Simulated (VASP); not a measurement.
# C (Cmme) in VASP: single point with LDA

Aim: the single point of C with LDA.

Program: VASP 6.6.1. These are calculated values, not measurements. Logs are shortened: lines on timing, memory, paths and dates and some standing lists are left out, and cuts for length are marked.

## Step 1: The cell of the first run

It takes space group Cmme (No. 67, orthorhombic). The conventional cell has a = 2.446 Å, b = 4.233 Å, c = 13.321 Å, α = 90.00°, β = 90.00°, γ = 90.00°. Within 1.9 Å of C (site symmetry m) lie 3 C at 1.41 Å. C (site symmetry m) has 3 C at 1.41 Å within 1.9 Å.

## Step 2: Single point, LDA (the distance across one plane changed)

Input file INCAR:

```
PREC = Accurate
ENCUT = 520
EDIFF = 1E-6
ISMEAR = 0
SIGMA = 0.15
LREAL = False
LASPH = True
NELM = 80
ALGO = Fast
ISIF = 2
LWAVE = False
LCHARG = False
NBANDS = 26
```

Input file KPOINTS:

```
regular mesh
0
Gamma
  22 22 4
```

Input file POSCAR:

```
C
1.0
   -1.2227748566      2.1167364796      0.0000000000
   -1.2227748566     -2.1167364796      0.0000000000
    0.0000000000      0.0000000000     13.3206447952
C
8
Direct
    0.9166982410      0.0833017590      0.1264075895
    0.9166982410      0.0833017590      0.6320379476
    0.4166982410      0.5833017590      0.8848531266
    0.4166982410      0.5833017590      0.3792227686
    0.0833017590      0.9166982410      0.8848531266
    0.0833017590      0.9166982410      0.3792227686
    0.5833017590      0.4166982410      0.1264075895
    0.5833017590      0.4166982410      0.6320379476
```

Potentials or basis: VASP PAW LDA potentials, release 64 (C).

On the command line:

```console
> cat potpaw_LDA.64/C/POTCAR > POTCAR
> mpirun -np 1 vasp_std > vasp.out
```

OUTCAR:

```text
PREC = Accurate
   ENCUT = 520
   EDIFF = 1E-6
   ISMEAR = 0
   LREAL = False
   LASPH = True
   NELM = 80
   ISIF = 2

 ion  position               nearest neighbor table
   1  0.917  0.083  0.126-   7 1.41   7 1.41   7 1.41
   2  0.917  0.083  0.632-   8 1.41   8 1.41   8 1.41
   3  0.417  0.583  0.885-   5 1.41   5 1.41   5 1.41
   4  0.417  0.583  0.379-   6 1.41   6 1.41   6 1.41
   5  0.083  0.917  0.885-   3 1.41   3 1.41   3 1.41
   6  0.083  0.917  0.379-   4 1.41   4 1.41   4 1.41
   7  0.583  0.417  0.126-   1 1.41   1 1.41   1 1.41
   8  0.583  0.417  0.632-   2 1.41   2 1.41   2 1.41

  LATTYP: Found a base centered orthorhombic cell.
 ALAT       =     2.4455497132
 B/A-ratio  =     1.7310925786
 C/A-ratio  =     5.4468918474

  Lattice vectors:

 A1 = (  -1.2227748566,   2.1167364796,   0.0000000000)
 A2 = (  -1.2227748566,  -2.1167364796,   0.0000000000)
 A3 = (   0.0000000000,   0.0000000000,  13.3206447952)

Analysis of symmetry for initial positions (statically):
=====================================================================
 Subroutine PRICEL returns:
 Original cell was already a primitive cell.

 Routine SETGRP: Setting up the symmetry group for a
 base centered orthorhombic supercell.

 Subroutine GETGRP returns: Found  8 space group operations
 (whereof  2 operations were pure point group operations)
 out of a pool of  8 trial point group operations.

The static configuration has the point symmetry C_1h.
 The point group associated with its full space group is D_2h.

Analysis of symmetry for dynamics (positions and initial velocities):
=====================================================================
 Subroutine PRICEL returns:
 Original cell was already a primitive cell.

 Routine SETGRP: Setting up the symmetry group for a
 base centered orthorhombic supercell.

 Subroutine GETGRP returns: Found  8 space group operations
 (whereof  2 operations were pure point group operations)
 out of a pool of  8 trial point group operations.

The dynamic configuration has the point symmetry C_1h.
 The point group associated with its full space group is D_2h.

 Subroutine INISYM returns: Found  8 space group operations
 (whereof  2 operations are pure point group operations),
 and found     1 'primitive' translations

----------------------------------------------------------------------------------------

                                     Primitive cell

  volume of cell :      68.9554

  direct lattice vectors                    reciprocal lattice vectors
    -1.222774857  2.116736480  0.000000000    -0.408906020  0.236212682  0.000000000
    -1.222774857 -2.116736480  0.000000000    -0.408906020 -0.236212682  0.000000000
     0.000000000  0.000000000 13.320644795     0.000000000  0.000000000  0.075071441

  length of vectors
     2.444535063  2.444535063 13.320644795     0.472229355  0.472229355  0.075071441

  position of ions in fractional coordinates (direct lattice)
     0.916698241  0.083301759  0.126407589
     0.916698241  0.083301759  0.632037948
     0.416698241  0.583301759  0.884853127
     0.416698241  0.583301759  0.379222769
     0.083301759  0.916698241  0.884853127
     0.083301759  0.916698241  0.379222769
     0.583301759  0.416698241  0.126407589
     0.583301759  0.416698241  0.632037948

  ion indices of the primitive-cell ions
   primitive index   ion index
                 1           1
                 2           2
                 3           3
                 4           4
                 5           5
                 6           6
                 7           7
                 8           8

----------------------------------------------------------------------------------------

 KPOINTS: regular mesh

Automatic generation of k-mesh.
 Grid dimensions read from file:
 generate k-points for:   22   22    4

 Generating k-lattice:

  Cartesian coordinates                     Fractional coordinates (reciprocal lattice)
    -0.018586637  0.010736940  0.000000000     0.045454545 -0.000000000  0.000000000
    -0.018586637 -0.010736940  0.000000000    -0.000000000  0.045454545  0.000000000
     0.000000000  0.000000000  0.018767860     0.000000000  0.000000000  0.250000000

  Length of vectors
     0.021464971  0.021464971  0.018767860

  Shift w.r.t. Gamma in fractional coordinates (k-lattice)
     0.000000000  0.000000000  0.000000000

 Subroutine IBZKPT returns following result:
 ===========================================

 Found    399 irreducible k-points:

 Following reciprocal coordinates:
            Coordinates               Weight
  0.000000  0.000000  0.000000      1.000000
  0.045455 -0.000000  0.000000      4.000000
  0.090909 -0.000000  0.000000      4.000000
  0.136364  0.000000  0.000000      4.000000
  0.181818  0.000000  0.000000      4.000000
  0.227273  0.000000  0.000000      4.000000
[... 16 lines left out ...]
  0.500000  0.045455  0.000000      4.000000
 -0.454545  0.045455  0.000000      4.000000
 [... further k-points ...]
   k-points           NKPTS =    399   k-points in BZ     NKDIM =    399   number of bands    NBANDS=     26
   number of dos      NEDOS =    301   number of ions     NIONS =      8
   total plane-waves  NPLWV =  32400
   dimension x,y,z NGX =    18 NGY =   18 NGZ =  100
   dimension x,y,z NGXF=    36 NGYF=   36 NGZF=  200
   ions per type =               8
   NGX,Y,Z   is equivalent  to a cutoff of  12.24, 12.24, 12.48 a.u.
   NGXF,Y,Z  is equivalent  to a cutoff of  24.48, 24.48, 24.96 a.u.
 SYSTEM =  unknown system
   PREC   = accura    normal or accurate (medium, high low for compatibility)
   ISTART =      0    job   : 0-new  1-cont  2-samecut
   ICHARG =      2    charge: 1-file 2-atom 10-const
   ISPIN  =      1    spin polarized calculation?
   LNONCOLLINEAR =      F non collinear calculations
   LSORBIT =      F    spin-orbit coupling
   LASPH  =      T    aspherical Exc in radial PAW
   ENCUT  =  520.0 eV  38.22 Ry    6.18 a.u.   4.55  4.55 24.77*2*pi/ulx,y,z
   NELM   =     80;   NELMIN=  2; NELMDL= -5     # of ELM steps
   EDIFF  = 0.1E-05   stopping-criterion for ELM
   LREAL  =      F    real-space projection
   EDIFFG = 0.1E-04   stopping-criterion for IOM
   NSW    =      0    number of steps for IOM
   IBRION =     -1    ionic relax: 0-MD 1-quasi-New 2-CG
   NFREE  =      0    steps in history (QN), initial steepest desc. (CG)
   ISIF   =      2    stress and relaxation
   ISYM   =      2    0-nonsym 1-usesym 2-fastsym
   POTIM  = 0.5000    time-step for ionic-motion
   TEBEG  =    0.0;   TEEND  =   0.0 temperature during run
   PSTRESS=    0.0 pullay stress
   NELECT =      32.0000    total number of electrons
   NUPDOWN=      -1.0000    fix difference up-down
   EMIN   =  10.00;   EMAX   =-10.00  energy-range for DOS
   EFERMI =   0.00;   METHOD = LEGACY
   ISMEAR =     0;   SIGMA  =   0.15  broadening in eV -4-tet -1-fermi 0-gaus
   EFERMI_NEDOS =   21; number of points for ismear=-14 and -15
   IALGO  =     68    algorithm
   IMIX   =      4    mixing-type and parameters
     AMIX     =   0.40;   BMIX     =  1.00
     AMIX_MAG =   1.60;   BMIX_MAG =  1.00
  volume/ion in A,a.u.               =       8.62        58.17
  Fermi-wavevector in a.u.,A,eV,Ry     =   1.267463  2.395158 21.857251  1.606463
  Thomas-Fermi vector in A             =   2.400610
   LORBIT       =      0    0 simple, 1 ext, 2 COOP (PROOUT), +10 PAW based schemes
   GGA     = CA    functional components
   LHFCALC =     F    Hartree Fock is set to
   AEXX    =    0.0000 exact exchange contribution
   IVDW    =     0    specifies the selected vdW correction
   LEPSILON=     F    determine dielectric tensor
   LRPA    =     F    only Hartree local field effects (RPA)
 non-spin polarized calculation
 RMM-DIIS sequential band-by-band and
 Gauss-broadening in eV      SIGMA  =   0.15
  energy-cutoff  :      520.00
  volume of cell :       68.96
 maximum number of plane-waves:      1892
   NGX =  9   NGY =  9   NGZ = 49

 number of electron      31.9999991 magnetization

 Free energy of the ion-electron system (eV)
  ---------------------------------------------------
  ext. energy  EPLUGINS =         0.00000000
  ---------------------------------------------------
  free energy    TOTEN  =       -80.87880486 eV

  energy without entropy =      -80.87750106  energy(sigma->0) =      -80.87815296

 E-fermi :   4.7331     XC(G=0): -10.8491

 val. band max:        4.7167646334   @ k =   0.3636   0.3636   0.2500
 cond. band min:       4.7801304972   @ k =   0.3636   0.3636   0.0000
 fundamental gap:      0.0633658638
 Fermi energy:         4.7331424206

 k-point     1 :       0.0000    0.0000    0.0000
  band No.  band energies     occupation
      1     -14.8686      2.00000
      2     -14.7164      2.00000
      3     -14.6880      2.00000
      4     -14.5251      2.00000
      5      -4.0189      2.00000
      6      -3.1150      2.00000
[... 18 lines left out ...]
     25      13.2553      0.00000
     26      13.2883      0.00000

 k-point     2 :       0.0455   -0.0000    0.0000
  band No.  band energies     occupation
      1     -14.8188      2.00000
      2     -14.6670      2.00000
      3     -14.6387      2.00000
      4     -14.4763      2.00000
      5      -3.9575      2.00000
      6      -3.0553      2.00000
[... 18 lines left out ...]
     25      13.4603      0.00000
     26      13.4642      0.00000

 k-point     3 :       0.0909   -0.0000    0.0000
  band No.  band energies     occupation
      1     -14.6695      2.00000
      2     -14.5191      2.00000
      3     -14.4909      2.00000
      4     -14.3302      2.00000
      5      -3.7738      2.00000
      6      -2.8766      2.00000
[... 572 lines left out ...]
 k-point    23 :       0.5000    0.0455    0.0000
  band No.  band energies     occupation
      1      -9.6075      2.00000
      2      -9.5208      2.00000
      3      -9.5046      2.00000
      4      -9.4219      2.00000
      5      -8.2996      2.00000
      6      -8.2302      2.00000
[... 18 lines left out ...]
     25      15.2229      0.00000
     26      16.4112      0.00000

 k-point    24 :      -0.4545    0.0455    0.0000
  band No.  band energies     occupation
      1     -10.4753      2.00000
      2     -10.3646      2.00000
      3     -10.3433      2.00000
      4     -10.2282      2.00000
      5      -7.3316      2.00000
      6      -7.2471      2.00000
[... 18 lines left out ...]
     25      14.1062      0.00000
     26      16.1742      0.00000

 [... further k-points ...]

------------------------ aborting loop because EDIFF is reached ----------------------------------------

  FORCE on cell =-STRESS in cart. coord.  units (eV):
  Direction    XX          YY          ZZ          XY          YZ          ZX
  --------------------------------------------------------------------------------------
  -------------------------------------------------------------------------------------
  Total        0.5643252      0.4929658      0.0890879     -0.0000000      0.0000000      0.0000000
  in kB       13.1120778     11.4540442      2.0699551     -0.0000000      0.0000000      0.0000000
  external PRESSURE =       8.8786924 kB  Pullay stress =       0.0000000 kB

 VOLUME and BASIS-vectors are now :
 -----------------------------------------------------------------------------
  energy-cutoff  :      520.00
  volume of cell :       68.96
      direct lattice vectors                 reciprocal lattice vectors
    -1.222774857  2.116736480  0.000000000    -0.408906020  0.236212682  0.000000000
    -1.222774857 -2.116736480  0.000000000    -0.408906020 -0.236212682  0.000000000
     0.000000000  0.000000000 13.320644795     0.000000000  0.000000000  0.075071441

 POSITION                                       TOTAL-FORCE (eV/Angst)
 -----------------------------------------------------------------------------------
     -1.22277      1.76408      1.68383         0.000000     -0.006455      0.027705
     -1.22277      1.76408      8.41915         0.000000     -0.007685      0.000089
     -1.22277     -0.35266     11.78681         0.000000     -0.006455     -0.027705
     -1.22277     -0.35266      5.05149         0.000000     -0.007685     -0.000089
     -1.22277     -1.76408     11.78681         0.000000      0.006455     -0.027705
     -1.22277     -1.76408      5.05149         0.000000      0.007685     -0.000089
     -1.22277      0.35266      1.68383         0.000000      0.006455      0.027705
     -1.22277      0.35266      8.41915         0.000000      0.007685      0.000089
 -----------------------------------------------------------------------------------
    total drift:                                0.000000     -0.000000     -0.000004

  FREE ENERGIE OF THE ION-ELECTRON SYSTEM (eV)
  ---------------------------------------------------
  free  energy   TOTEN  =       -80.8788048600 eV

  energy  without entropy=      -80.8775010555  energy(sigma->0) =      -80.87815296
```

Wall time 26 min (1 thread of Oxide Virtual Turin-like, shared host); peak memory 0.48 GiB.

Results:

```yaml
Free_energy: -80.8788 eV
Pressure: 0.9 GPa
Largest_force: 0.028 eV/Å
Band_gap_on_the_k_mesh: zero (bands 16 and 17 overlap by 0.14 eV)
```

Forces on the atoms (eV/Å):
```
C    0.000 -0.006  0.028
C    0.000 -0.008  0.000
C    0.000 -0.006 -0.028
C    0.000 -0.008  0.000
C    0.000  0.006 -0.028
C    0.000  0.008  0.000
C    0.000  0.006  0.028
C    0.000  0.008  0.000
```

Caveat: the cell differs from its parent crystal (the distance across one plane changed).

The gap in the log of VASP goes by the Fermi energy; the results here count the filled bands.